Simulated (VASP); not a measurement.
# KMgF3 (Pm-3m) in VASP: settings compared

KMgF3 is run at these levels: LDA, PBE+D3(BJ), PBE+D4; tasks: single point.

Everything below comes from runs of VASP 6.6.1. Logs are shortened: lines on timing, memory, paths and dates and some standing lists are left out, and cuts for length are marked.

## 1. The cell of the first run

Symmetry: Pm-3m, No. 221, cubic system. The conventional cell has a = 3.908 Å, b = 3.908 Å, c = 3.908 Å, α = 90.00°, β = 90.00°, γ = 90.00°. K (site symmetry m-3m) has 12 F at 2.76 Å and 8 Mg at 3.38 Å within 3.6 Å. Mg (site symmetry m-3m) has 6 F at 1.95 Å within 2.6 Å. F (site symmetry 4/mmm) has 2 Mg at 1.95 Å within 2.6 Å.

## 2. Single point, LDA

Contents of INCAR:

```
PREC = Accurate
ENCUT = 520
EDIFF = 1E-6
ISMEAR = 0
SIGMA = 0.01
LREAL = False
LASPH = True
NELM = 100
ALGO = Normal
ISIF = 2
LWAVE = False
LCHARG = True
GGA = CA
LELF = True
LVHAR = True
NBANDS = 24
```

Contents of KPOINTS:

```
Automatic mesh
0
Gamma
  6 6 6
```

Contents of POSCAR:

```
KMgF3
1.0
    3.9084542559      0.0000000000      0.0000000000
    0.0000000000      3.9084542559      0.0000000000
    0.0000000000      0.0000000000      3.9084542559
K Mg F
1 1 3
Direct
    0.5000000000      0.5000000000      0.5000000000
    0.0000000000      0.0000000000      0.0000000000
    0.5000000000      0.0000000000      0.0000000000
    0.0000000000      0.5000000000      0.0000000000
    0.0000000000      0.0000000000      0.5000000000
```

Potentials or basis: VASP PAW LDA potentials, release 64 (K_sv, Mg, F).

Started as:

```sh
$ cat potpaw_LDA.64/K_sv/POTCAR potpaw_LDA.64/Mg/POTCAR potpaw_LDA.64/F/POTCAR > POTCAR
$ mpirun -np 1 vasp_std > vasp.out
```

OUTCAR:

```text
PREC = Accurate
   ENCUT = 520
   EDIFF = 1E-6
   ISMEAR = 0
   LREAL = False
   LASPH = True
   NELM = 100
   ISIF = 2
   GGA = CA

 ion  position               nearest neighbor table
   1  0.500  0.500  0.500-   3 2.76   4 2.76   5 2.76   3 2.76   4 2.76   3 2.76   5 2.76   3 2.76
                             4 2.76   5 2.76   4 2.76   5 2.76   2 3.38   2 3.38   2 3.38   2 3.38
   2  0.000  0.000  0.000-   3 1.95   4 1.95   5 1.95   5 1.95   4 1.95   3 1.95   1 3.38   1 3.38
                             1 3.38   1 3.38   1 3.38   1 3.38   1 3.38   1 3.38
   3  0.500  0.000  0.000-   2 1.95   2 1.95   1 2.76   1 2.76   1 2.76   1 2.76
   4  0.000  0.500  0.000-   2 1.95   2 1.95   1 2.76   1 2.76   1 2.76   1 2.76
   5  0.000  0.000  0.500-   2 1.95   2 1.95   1 2.76   1 2.76   1 2.76   1 2.76

  LATTYP: Found a simple cubic cell.
 ALAT       =     3.9084542559

  Lattice vectors:

 A1 = (   3.9084542559,   0.0000000000,   0.0000000000)
 A2 = (   0.0000000000,   3.9084542559,   0.0000000000)
 A3 = (   0.0000000000,   0.0000000000,   3.9084542559)

Analysis of symmetry for initial positions (statically):
=====================================================================
 Subroutine PRICEL returns:
 Original cell was already a primitive cell.

 Routine SETGRP: Setting up the symmetry group for a
 simple cubic supercell.

 Subroutine GETGRP returns: Found 48 space group operations
 (whereof 48 operations were pure point group operations)
 out of a pool of 48 trial point group operations.

The static configuration has the point symmetry O_h .

Analysis of symmetry for dynamics (positions and initial velocities):
=====================================================================
 Subroutine PRICEL returns:
 Original cell was already a primitive cell.

 Routine SETGRP: Setting up the symmetry group for a
 simple cubic supercell.

 Subroutine GETGRP returns: Found 48 space group operations
 (whereof 48 operations were pure point group operations)
 out of a pool of 48 trial point group operations.

The dynamic configuration has the point symmetry O_h .

 Subroutine INISYM returns: Found 48 space group operations
 (whereof 48 operations are pure point group operations),
 and found     1 'primitive' translations

----------------------------------------------------------------------------------------

                                     Primitive cell

  volume of cell :      59.7056

  direct lattice vectors                    reciprocal lattice vectors
     3.908454256  0.000000000  0.000000000     0.255855623  0.000000000  0.000000000
     0.000000000  3.908454256  0.000000000     0.000000000  0.255855623  0.000000000
     0.000000000  0.000000000  3.908454256     0.000000000  0.000000000  0.255855623

  length of vectors
     3.908454256  3.908454256  3.908454256     0.255855623  0.255855623  0.255855623

  position of ions in fractional coordinates (direct lattice)
     0.500000000  0.500000000  0.500000000
     0.000000000  0.000000000  0.000000000
     0.500000000  0.000000000  0.000000000
     0.000000000  0.500000000  0.000000000
     0.000000000  0.000000000  0.500000000

  ion indices of the primitive-cell ions
   primitive index   ion index
                 1           1
                 2           2
                 3           3
                 4           4
                 5           5

----------------------------------------------------------------------------------------

 KPOINTS: Automatic mesh

Automatic generation of k-mesh.
 Grid dimensions read from file:
 generate k-points for:    6    6    6

 Generating k-lattice:

  Cartesian coordinates                     Fractional coordinates (reciprocal lattice)
     0.042642604  0.000000000  0.000000000     0.166666667  0.000000000  0.000000000
     0.000000000  0.042642604  0.000000000     0.000000000  0.166666667  0.000000000
     0.000000000  0.000000000  0.042642604     0.000000000  0.000000000  0.166666667

  Length of vectors
     0.042642604  0.042642604  0.042642604

  Shift w.r.t. Gamma in fractional coordinates (k-lattice)
     0.000000000  0.000000000  0.000000000

 Subroutine IBZKPT returns following result:
 ===========================================

 Found     20 irreducible k-points:

 Following reciprocal coordinates:
            Coordinates               Weight
  0.000000  0.000000  0.000000      1.000000
  0.166667  0.000000  0.000000      6.000000
  0.333333  0.000000  0.000000      6.000000
  0.500000  0.000000  0.000000      3.000000
  0.166667  0.166667  0.000000     12.000000
  0.333333  0.166667  0.000000     24.000000
[... 12 lines left out ...]
  0.500000  0.500000  0.333333      6.000000
  0.500000  0.500000  0.500000      1.000000
   k-points           NKPTS =     20   k-points in BZ     NKDIM =     20   number of bands    NBANDS=     24
   number of dos      NEDOS =    301   number of ions     NIONS =      5
   total plane-waves  NPLWV =  27000
   dimension x,y,z NGX =    30 NGY =   30 NGZ =   30
   dimension x,y,z NGXF=    60 NGYF=   60 NGZF=   60
   ions per type =               1   1   3
   NGX,Y,Z   is equivalent  to a cutoff of  12.76, 12.76, 12.76 a.u.
   NGXF,Y,Z  is equivalent  to a cutoff of  25.52, 25.52, 25.52 a.u.
 SYSTEM =  unknown system
   PREC   = accura    normal or accurate (medium, high low for compatibility)
   ISTART =      0    job   : 0-new  1-cont  2-samecut
   ICHARG =      2    charge: 1-file 2-atom 10-const
   ISPIN  =      1    spin polarized calculation?
   LNONCOLLINEAR =      F non collinear calculations
   LSORBIT =      F    spin-orbit coupling
   LASPH  =      T    aspherical Exc in radial PAW
   ENCUT  =  520.0 eV  38.22 Ry    6.18 a.u.   7.27  7.27  7.27*2*pi/ulx,y,z
   NELM   =    100;   NELMIN=  2; NELMDL= -5     # of ELM steps
   EDIFF  = 0.1E-05   stopping-criterion for ELM
   LREAL  =      F    real-space projection
   EDIFFG = 0.1E-04   stopping-criterion for IOM
   NSW    =      0    number of steps for IOM
   IBRION =     -1    ionic relax: 0-MD 1-quasi-New 2-CG
   NFREE  =      0    steps in history (QN), initial steepest desc. (CG)
   ISIF   =      2    stress and relaxation
   ISYM   =      2    0-nonsym 1-usesym 2-fastsym
   POTIM  = 0.5000    time-step for ionic-motion
   TEBEG  =    0.0;   TEEND  =   0.0 temperature during run
   PSTRESS=    0.0 pullay stress
   NELECT =      32.0000    total number of electrons
   NUPDOWN=      -1.0000    fix difference up-down
   EMIN   =  10.00;   EMAX   =-10.00  energy-range for DOS
   EFERMI =   0.00;   METHOD = LEGACY
   ISMEAR =     0;   SIGMA  =   0.01  broadening in eV -4-tet -1-fermi 0-gaus
   EFERMI_NEDOS =   21; number of points for ismear=-14 and -15
   IALGO  =     38    algorithm
   IMIX   =      4    mixing-type and parameters
     AMIX     =   0.40;   BMIX     =  1.00
     AMIX_MAG =   1.60;   BMIX_MAG =  1.00
  volume/ion in A,a.u.               =      11.94        80.58
  Fermi-wavevector in a.u.,A,eV,Ry     =   1.329800  2.512958 24.060122  1.768369
  Thomas-Fermi vector in A             =   2.458935
   LORBIT       =      0    0 simple, 1 ext, 2 COOP (PROOUT), +10 PAW based schemes
   GGA     = CA    functional components
   LHFCALC =     F    Hartree Fock is set to
   AEXX    =    0.0000 exact exchange contribution
   IVDW    =     0    specifies the selected vdW correction
   LEPSILON=     F    determine dielectric tensor
   LRPA    =     F    only Hartree local field effects (RPA)
 non-spin polarized calculation
 Gauss-broadening in eV      SIGMA  =   0.01
  energy-cutoff  :      520.00
  volume of cell :       59.71
 maximum number of plane-waves:      1640
 NGX is ok and might be reduce to    30
   NGX = 15   NGY = 15   NGZ = 15

 number of electron      31.9999992 magnetization

 Free energy of the ion-electron system (eV)
  ---------------------------------------------------
  ext. energy  EPLUGINS =         0.00000000
  ---------------------------------------------------
  free energy    TOTEN  =       -27.13113638 eV

  energy without entropy =      -27.13113638  energy(sigma->0) =      -27.13113638

 E-fermi :  -1.5285     XC(G=0): -10.7069

 val. band max:       -1.6817723506   @ k =   0.5000   0.5000   0.5000
 cond. band min:       5.7345367319   @ k =   0.0000   0.0000   0.0000
 fundamental gap:      7.4163090826
 Fermi energy:        -1.5284682174

 k-point     1 :       0.0000    0.0000    0.0000
  band No.  band energies     occupation
      1     -26.7500      2.00000
      2     -21.5712      2.00000
      3     -20.7915      2.00000
      4     -20.7915      2.00000
      5     -10.5032      2.00000
      6     -10.5032      2.00000
[... 16 lines left out ...]
     23      12.5981      0.00000
     24      15.5503      0.00000

 k-point     2 :       0.1667    0.0000    0.0000
  band No.  band energies     occupation
      1     -26.7387      2.00000
      2     -21.5391      2.00000
      3     -20.8380      2.00000
      4     -20.7894      2.00000
      5     -10.4911      2.00000
      6     -10.4829      2.00000
[... 16 lines left out ...]
     23      12.6094      0.00000
     24      15.4617      0.00000

 k-point     3 :       0.3333    0.0000    0.0000
  band No.  band energies     occupation
      1     -26.7158      2.00000
      2     -21.4622      2.00000
      3     -20.9427      2.00000
      4     -20.7833      2.00000
      5     -10.4672      2.00000
      6     -10.4414      2.00000
[... 16 lines left out ...]
     23      12.5427      0.00000
     24      14.9983      0.00000
[... 406 lines left out ...]
 k-point    19 :       0.5000    0.5000    0.3333
  band No.  band energies     occupation
      1     -26.6579      2.00000
      2     -21.0290      2.00000
      3     -21.0189      2.00000
      4     -21.0189      2.00000
      5     -10.7166      2.00000
      6     -10.7166      2.00000
[... 16 lines left out ...]
     23      13.2747      0.00000
     24      13.2747      0.00000

 k-point    20 :       0.5000    0.5000    0.5000
  band No.  band energies     occupation
      1     -26.6529      2.00000
      2     -21.0118      2.00000
      3     -21.0118      2.00000
      4     -21.0118      2.00000
      5     -10.7586      2.00000
      6     -10.7586      2.00000
[... 16 lines left out ...]
     23      13.6495      0.00000
     24      13.6495      0.00000

------------------------ aborting loop because EDIFF is reached ----------------------------------------

  FORCE on cell =-STRESS in cart. coord.  units (eV):
  Direction    XX          YY          ZZ          XY          YZ          ZX
  --------------------------------------------------------------------------------------
  -------------------------------------------------------------------------------------
  Total       -0.3185183     -0.3185183     -0.3185183     -0.0000000     -0.0000000     -0.0000000
  in kB       -8.5473172     -8.5473172     -8.5473172     -0.0000000     -0.0000000     -0.0000000
  external PRESSURE =      -8.5473172 kB  Pullay stress =       0.0000000 kB

 VOLUME and BASIS-vectors are now :
 -----------------------------------------------------------------------------
  energy-cutoff  :      520.00
  volume of cell :       59.71
      direct lattice vectors                 reciprocal lattice vectors
     3.908454256  0.000000000  0.000000000     0.255855623  0.000000000  0.000000000
     0.000000000  3.908454256  0.000000000     0.000000000  0.255855623  0.000000000
     0.000000000  0.000000000  3.908454256     0.000000000  0.000000000  0.255855623

 POSITION                                       TOTAL-FORCE (eV/Angst)
 -----------------------------------------------------------------------------------
      1.95423      1.95423      1.95423         0.000000      0.000000      0.000000
      0.00000      0.00000      0.00000         0.000000      0.000000      0.000000
      1.95423      0.00000      0.00000         0.000000      0.000000      0.000000
      0.00000      1.95423      0.00000         0.000000      0.000000      0.000000
      0.00000      0.00000      1.95423         0.000000      0.000000      0.000000
 -----------------------------------------------------------------------------------
    total drift:                                0.000000     -0.000000      0.000000

  FREE ENERGIE OF THE ION-ELECTRON SYSTEM (eV)
  ---------------------------------------------------
  free  energy   TOTEN  =       -27.1311363759 eV

  energy  without entropy=      -27.1311363759  energy(sigma->0) =      -27.13113638
```

It took 17 s on 1 thread of Intel Xeon Platinum 8488C (Sapphire Rapids), shared host; peak memory 0.16 GiB.

Results:

| Property | Result |
| --- | --- |
| Free energy | -27.1311 eV |
| Pressure | -0.9 GPa |
| Band gap on the k mesh | 7.42 eV, indirect (least direct gap 7.74 eV) |

Levels at points of the mesh, in eV from the valence-band top:
```
           k point  band 13  band 14  band 15  band 16  band 17  band 18  band 19  band 20
(0.00, 0.00, 0.00)    -0.70    -0.32    -0.32    -0.32     7.42     9.85     9.85    12.16
(0.50, 0.00, 0.00)    -0.95    -0.95    -0.58    -0.58    10.16    10.74    11.01    12.87
(0.50, 0.50, 0.00)    -1.19    -0.96    -0.96    -0.03    11.04    11.73    12.84    12.84
(0.50, 0.50, 0.50)    -1.20     0.00     0.00     0.00    10.41    10.41    10.41    14.08
```

[end of part 1 of 2]
